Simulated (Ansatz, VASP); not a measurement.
Two plane-wave programs on MgS

```
Mg S
1.0
     1.77020   -3.97159    0.00000
     1.77020    3.97159    0.00000
     0.00000    0.00000    3.47950
Mg S
1 1
Direct
  0.50000 0.50000 0.50000
  0.00000 0.00000 0.00000
```

Change from the starting cell: species swapped into the TiMo type (Cmmm, No. 65).

Alike in both runs: functional PBE; k mesh 20 × 20 × 12; occupations gaussian, width 0.1 eV; no spin polarisation.

Ansatz relaxed the structure, and its values are those at the end. VASP's run is a single point on that final structure, the one shown.

```csv
,VASP,Ansatz
version,VASP 6.6.1,Ansatz 0.2.0
potentials or method,"VASP PAW PBE potentials, release 64 (Mg, S), cutoff 520 eV","scalar-relativistic, plane waves, PAW"
valence electrons in the cell,8,16
```

```tsv
	VASP	Ansatz	Ansatz less VASP
gap on the k mesh at the Fermi level (eV)	2.03	2.04	+0.001
least direct gap on the mesh (eV)	2.43	2.44	+0.011
pressure (GPa)	-0.2	0.0	+0.15
```

VASP's potentials hold 8 valence electrons a cell and Ansatz's 16, so a difference there can come from the potentials and not from the codes.
